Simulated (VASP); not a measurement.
# Mo (C2/m) in VASP: single point with LDA

Aim: the single point of Mo with LDA.

All numbers are computed with VASP 6.6.1; they aren't measurements. Logs are shortened: lines on timing, memory, paths and dates and some standing lists are left out, and cuts for length are marked.

## 1. The cell of the first run

Symmetry: C2/m, No. 12, monoclinic system. Conventional cell: a = 4.893 Å, b = 2.825 Å, c = 4.577 Å, α = 90.00°, β = 90.00°, γ = 90.00°. Mo (site symmetry m) has 12 Mo at 2.64 to 2.95 Å within 3.5 Å.

## 2. Single point, LDA (shortest bond scaled by 0.94)

File INCAR:

```
PREC     = Accurate       # precision mode
ENCUT    = 520            # plane-wave cutoff, eV
EDIFF    = 1E-6           # SCF threshold, eV
ISMEAR   = -1             # smearing method
SIGMA    = 0.05           # smearing width, eV
LREAL    = F              # projectors in reciprocal space
LASPH    = T              # aspherical terms in the spheres
NELM     = 100            # most SCF steps
ALGO     = Normal         # electronic algorithm
ISIF     = 2              # what is computed and relaxed
LWAVE    = F              # write WAVECAR
LCHARG   = T              # write CHGCAR
GGA      = CA             # functional
LELF     = T              # ELF
LVHAR    = T            
NBANDS   = 21             # bands
```

File KPOINTS:

```
Automatic mesh
0
Gamma
  12 12 7
```

File POSCAR:

```
Mo
1.0
    2.8252342238      0.0000000000      0.0000000000
   -1.4126171119      2.4467246095      0.0000000000
    0.0000000000      0.0000000000      4.5768794426
Mo
2
Direct
    0.3133333333      0.6566666667      0.2350000000
    0.6866666667      0.3433333333      0.7650000000
```

Potentials or basis: VASP PAW LDA potentials, release 64 (Mo_sv).

Started as:

```console
cat potpaw_LDA.64/Mo_sv/POTCAR > POTCAR
mpirun -np 1 vasp_std > vasp.out
```

OUTCAR:

```text
PREC = Accurate
   ENCUT = 520
   EDIFF = 1E-6
   ISMEAR = -1
   LREAL = F
   LASPH = T
   NELM = 100
   ISIF = 2
   GGA = CA

 ion  position               nearest neighbor table
   1  0.313  0.657  0.235-   2 2.64   2 2.73   2 2.73   2 2.87   2 2.95   2 2.95
   2  0.687  0.343  0.765-   1 2.64   1 2.73   1 2.73   1 2.87   1 2.95   1 2.95

  LATTYP: Found a hexagonal cell.
 ALAT       =     2.8252342238
 C/A-ratio  =     1.6200000000

  Lattice vectors:

 A1 = (   2.8252342238,   0.0000000000,   0.0000000000)
 A2 = (  -1.4126171119,   2.4467246095,   0.0000000000)
 A3 = (   0.0000000000,   0.0000000000,   4.5768794426)

Analysis of symmetry for initial positions (statically):
=====================================================================
 Subroutine PRICEL returns:
 Original cell was already a primitive cell.

 Routine SETGRP: Setting up the symmetry group for a
 hexagonal supercell.

 Subroutine GETGRP returns: Found  4 space group operations
 (whereof  4 operations were pure point group operations)
 out of a pool of 24 trial point group operations.

The static configuration has the point symmetry C_2h.

Analysis of symmetry for dynamics (positions and initial velocities):
=====================================================================
 Subroutine PRICEL returns:
 Original cell was already a primitive cell.

 Routine SETGRP: Setting up the symmetry group for a
 hexagonal supercell.

 Subroutine GETGRP returns: Found  4 space group operations
 (whereof  4 operations were pure point group operations)
 out of a pool of 24 trial point group operations.

The dynamic configuration has the point symmetry C_2h.

 Subroutine INISYM returns: Found  4 space group operations
 (whereof  4 operations are pure point group operations),
 and found     1 'primitive' translations

----------------------------------------------------------------------------------------

                                     Primitive cell

  volume of cell :      31.6380

  direct lattice vectors                    reciprocal lattice vectors
     2.825234224  0.000000000  0.000000000     0.353952954  0.204354833  0.000000000
    -1.412617112  2.446724609  0.000000000     0.000000000  0.408709667  0.000000000
     0.000000000  0.000000000  4.576879443     0.000000000  0.000000000  0.218489478

  length of vectors
     2.825234224  2.825234224  4.576879443     0.408709667  0.408709667  0.218489478

  position of ions in fractional coordinates (direct lattice)
     0.313333333  0.656666667  0.235000000
     0.686666667  0.343333333  0.765000000

  ion indices of the primitive-cell ions
   primitive index   ion index
                 1           1
                 2           2

----------------------------------------------------------------------------------------

 KPOINTS: Automatic mesh

Automatic generation of k-mesh.
 Grid dimensions read from file:
 generate k-points for:   12   12    7

 Generating k-lattice:

  Cartesian coordinates                     Fractional coordinates (reciprocal lattice)
     0.029496080  0.017029569  0.000000000     0.083333333  0.000000000  0.000000000
     0.000000000  0.034059139  0.000000000     0.000000000  0.083333333  0.000000000
     0.000000000  0.000000000  0.031212783     0.000000000  0.000000000  0.142857143

  Length of vectors
     0.034059139  0.034059139  0.031212783

  Shift w.r.t. Gamma in fractional coordinates (k-lattice)
     0.000000000  0.000000000  0.000000000

 Subroutine IBZKPT returns following result:
 ===========================================

 Found    277 irreducible k-points:

 Following reciprocal coordinates:
            Coordinates               Weight
  0.000000  0.000000  0.000000      1.000000
  0.083333  0.000000  0.000000      2.000000
  0.000000  0.083333  0.000000      4.000000
  0.166667  0.000000  0.000000      2.000000
  0.000000  0.166667  0.000000      4.000000
  0.250000  0.000000  0.000000      2.000000
[... 16 lines left out ...]
 -0.083333  0.416667  0.000000      4.000000
 -0.416667  0.333333  0.000000      4.000000
 [... further k-points ...]
   k-points           NKPTS =    277   k-points in BZ     NKDIM =    277   number of bands    NBANDS=     21
   number of dos      NEDOS =    301   number of ions     NIONS =      2
   total plane-waves  NPLWV =  20736
   dimension x,y,z NGX =    24 NGY =   24 NGZ =   36
   dimension x,y,z NGXF=    48 NGYF=   48 NGZF=   72
   ions per type =               2
   NGX,Y,Z   is equivalent  to a cutoff of  14.12, 14.12, 13.08 a.u.
   NGXF,Y,Z  is equivalent  to a cutoff of  28.24, 28.24, 26.15 a.u.
 SYSTEM =  unknown system
   PREC   = accura    normal or accurate (medium, high low for compatibility)
   ISTART =      0    job   : 0-new  1-cont  2-samecut
   ICHARG =      2    charge: 1-file 2-atom 10-const
   ISPIN  =      1    spin polarized calculation?
   LNONCOLLINEAR =      F non collinear calculations
   LSORBIT =      F    spin-orbit coupling
   LASPH  =      T    aspherical Exc in radial PAW
   ENCUT  =  520.0 eV  38.22 Ry    6.18 a.u.   5.25  5.25  8.51*2*pi/ulx,y,z
   NELM   =    100;   NELMIN=  2; NELMDL= -5     # of ELM steps
   EDIFF  = 0.1E-05   stopping-criterion for ELM
   LREAL  =      F    real-space projection
   EDIFFG = 0.1E-04   stopping-criterion for IOM
   NSW    =      0    number of steps for IOM
   IBRION =     -1    ionic relax: 0-MD 1-quasi-New 2-CG
   NFREE  =      0    steps in history (QN), initial steepest desc. (CG)
   ISIF   =      2    stress and relaxation
   ISYM   =      2    0-nonsym 1-usesym 2-fastsym
   POTIM  = 0.5000    time-step for ionic-motion
   TEBEG  =    0.0;   TEEND  =   0.0 temperature during run
   PSTRESS=    0.0 pullay stress
   NELECT =      28.0000    total number of electrons
   NUPDOWN=      -1.0000    fix difference up-down
   EMIN   =  10.00;   EMAX   =-10.00  energy-range for DOS
   EFERMI =   0.00;   METHOD = LEGACY
   ISMEAR =    -1;   SIGMA  =   0.05  broadening in eV -4-tet -1-fermi 0-gaus
   EFERMI_NEDOS =   21; number of points for ismear=-14 and -15
   IALGO  =     38    algorithm
   IMIX   =      4    mixing-type and parameters
     AMIX     =   0.40;   BMIX     =  1.00
     AMIX_MAG =   1.60;   BMIX_MAG =  1.00
  volume/ion in A,a.u.               =      15.82       106.75
  Fermi-wavevector in a.u.,A,eV,Ry     =   1.571778  2.970229 33.612998  2.470486
  Thomas-Fermi vector in A             =   2.673311
   LORBIT       =      0    0 simple, 1 ext, 2 COOP (PROOUT), +10 PAW based schemes
   GGA     = CA    functional components
   LHFCALC =     F    Hartree Fock is set to
   AEXX    =    0.0000 exact exchange contribution
   IVDW    =     0    specifies the selected vdW correction
   LEPSILON=     F    determine dielectric tensor
   LRPA    =     F    only Hartree local field effects (RPA)
 non-spin polarized calculation
  energy-cutoff  :      520.00
  volume of cell :       31.64
 maximum number of plane-waves:       868
 NGX is ok and might be reduce to    24
   NGX = 11   NGY = 11   NGZ = 17

 number of electron      27.9999999 magnetization

 Free energy of the ion-electron system (eV)
  ---------------------------------------------------
  ext. energy  EPLUGINS =         0.00000000
  ---------------------------------------------------
  free energy    TOTEN  =       -23.21212502 eV

  energy without entropy =      -23.18399951  energy(sigma->0) =      -23.19806226

 E-fermi :  11.8695     XC(G=0): -13.5028

 val. band max:       11.8642870802   @ k =  -0.4167   0.3333   0.1429
 cond. band min:      11.8704393940   @ k =   0.0833  -0.4167   0.2857
 fundamental gap:      0.0061523138
 Fermi energy:        11.8695022582

 k-point     1 :       0.0000    0.0000    0.0000
  band No.  band energies     occupation
      1     -48.4843      2.00000
      2     -48.2034      2.00000
      3     -23.3828      2.00000
      4     -22.1902      2.00000
      5     -22.1543      2.00000
      6     -21.9954      2.00000
[... 13 lines left out ...]
     20      15.7627      0.00000
     21      22.4663      0.00000

 k-point     2 :       0.0833    0.0000    0.0000
  band No.  band energies     occupation
      1     -48.4694      2.00000
      2     -48.1976      2.00000
      3     -23.3515      2.00000
      4     -22.2658      2.00000
      5     -22.1804      2.00000
      6     -22.0123      2.00000
[... 13 lines left out ...]
     20      16.8852      0.00000
     21      22.5150      0.00000

 k-point     3 :       0.0000    0.0833    0.0000
  band No.  band energies     occupation
      1     -48.4701      2.00000
      2     -48.1969      2.00000
      3     -23.3543      2.00000
      4     -22.2470      2.00000
      5     -22.1979      2.00000
      6     -22.0579      2.00000
[... 13 lines left out ...]
     20      16.5965      0.00000
     21      22.5120      0.00000

 k-point     4 :       0.1667    0.0000    0.0000
  band No.  band energies     occupation
      1     -48.4277      2.00000
      2     -48.1824      2.00000
      3     -23.2626      2.00000
      4     -22.4631      2.00000
      5     -22.2472      2.00000
      6     -22.2093      2.00000
[... 13 lines left out ...]
     20      18.7299      0.00000
     21      22.5037      0.00000

 k-point     5 :       0.0000    0.1667    0.0000
  band No.  band energies     occupation
      1     -48.4304      2.00000
      2     -48.1797      2.00000
      3     -23.2737      2.00000
      4     -22.4482      2.00000
      5     -22.2614      2.00000
      6     -22.2417      2.00000
[... 13 lines left out ...]
     20      18.4314      0.00000
     21      22.5049      0.00000

 k-point     6 :       0.2500    0.0000    0.0000
  band No.  band energies     occupation
      1     -48.3673      2.00000
      2     -48.1646      2.00000
      3     -23.1337      2.00000
      4     -22.7208      2.00000
      5     -22.4641      2.00000
      6     -22.3315      2.00000
[... 13 lines left out ...]
     20      20.6518      0.00000
     21      22.2983      0.00000

 k-point     7 :       0.0000    0.2500    0.0000
  band No.  band energies     occupation
      1     -48.3738      2.00000
      2     -48.1581      2.00000
      3     -23.1582      2.00000
      4     -22.7197      2.00000
      5     -22.4826      2.00000
      6     -22.3396      2.00000
[... 13 lines left out ...]
     20      20.2945      0.00000
     21      22.3056      0.00000
[... 291 lines left out ...]
      1     -48.3374      2.00000
      2     -48.1446      2.00000
      3     -23.0896      2.00000
      4     -22.8478      2.00000
      5     -22.6457      2.00000
      6     -22.3799      2.00000
[... 13 lines left out ...]
     20      21.3819      0.00000
     21      22.2488      0.00000

 k-point    21 :      -0.3333    0.2500    0.0000
  band No.  band energies     occupation
      1     -48.3338      2.00000
      2     -48.1482      2.00000
      3     -23.0779      2.00000
      4     -22.8509      2.00000
      5     -22.6300      2.00000
      6     -22.3820      2.00000
[... 13 lines left out ...]
     20      21.5291      0.00000
     21      22.2206      0.00000

 k-point    22 :       0.3333    0.0833    0.0000
  band No.  band energies     occupation
      1     -48.2632      2.00000
      2     -48.1503      2.00000
      3     -23.0925      2.00000
      4     -22.9564      2.00000
      5     -22.6998      2.00000
      6     -22.4665      2.00000
[... 13 lines left out ...]
     20      21.9806      0.00000
     21      22.8751      0.00000

 k-point    23 :      -0.0833    0.4167    0.0000
  band No.  band energies     occupation
      1     -48.2816      2.00000
      2     -48.1319      2.00000
      3     -23.0966      2.00000
      4     -22.9946      2.00000
      5     -22.7527      2.00000
      6     -22.4683      2.00000
[... 13 lines left out ...]
     20      21.8216      0.00000
     21      22.7345      0.00000

 k-point    24 :      -0.4167    0.3333    0.0000
  band No.  band energies     occupation
      1     -48.2781      2.00000
      2     -48.1354      2.00000
      3     -23.0945      2.00000
      4     -22.9942      2.00000
      5     -22.7315      2.00000
      6     -22.4757      2.00000
[... 13 lines left out ...]
     20      21.8548      0.00000
     21      22.7871      0.00000

 [... further k-points ...]

------------------------ aborting loop because EDIFF is reached ----------------------------------------

  FORCE on cell =-STRESS in cart. coord.  units (eV):
  Direction    XX          YY          ZZ          XY          YZ          ZX
  --------------------------------------------------------------------------------------
  -------------------------------------------------------------------------------------
  Total       -1.1210891     -1.3102481     -1.5951942      0.1638165     -0.1707456     -0.2957400
  in kB      -56.7729811    -66.3521665    -80.7820953      8.2958179     -8.6467122    -14.9765463
  external PRESSURE =     -67.9690810 kB  Pullay stress =       0.0000000 kB

 VOLUME and BASIS-vectors are now :
 -----------------------------------------------------------------------------
  energy-cutoff  :      520.00
  volume of cell :       31.64
      direct lattice vectors                 reciprocal lattice vectors
     2.825234224  0.000000000  0.000000000     0.353952954  0.204354833  0.000000000
    -1.412617112  2.446724609  0.000000000     0.000000000  0.408709667  0.000000000
     0.000000000  0.000000000  4.576879443     0.000000000  0.000000000  0.218489478

 POSITION                                       TOTAL-FORCE (eV/Angst)
 -----------------------------------------------------------------------------------
     -0.04238      1.60668      1.07557        -0.044272     -0.025560      1.241491
      1.45500      0.84004      3.50131         0.044272      0.025560     -1.241491
 -----------------------------------------------------------------------------------
    total drift:                                0.000000     -0.000000     -0.000000

  FREE ENERGIE OF THE ION-ELECTRON SYSTEM (eV)
  ---------------------------------------------------
  free  energy   TOTEN  =       -23.2121250180 eV

  energy  without entropy=      -23.1839995100  energy(sigma->0) =      -23.19806226
```

It took 42 s on 1 thread of Intel Xeon 6975P-C (Granite Rapids), shared host; peak memory 0.25 GiB.

Results:

```yaml
Free_energy: -23.2121 eV
Pressure: -6.8 GPa
Largest_force: 1.243 eV/Å
Band_gap_on_the_k_mesh: zero (bands 14 and 15 overlap by 2.27 eV)
```

Forces in eV/Å, atoms in the order of the input:
```
Mo  -0.044 -0.026  1.241
Mo   0.044  0.026 -1.241
```

Stress tensor (GPa, compression positive):
```
-5.68  0.83 -1.50
 0.83 -6.64 -0.86
-1.50 -0.86 -8.08
```

Caveat: the cell differs from its parent crystal (shortest bond scaled by 0.94); the cell stands under tension; forces of over 1 eV/Å act on the atoms, so gaps and moduli don't describe the material at rest.
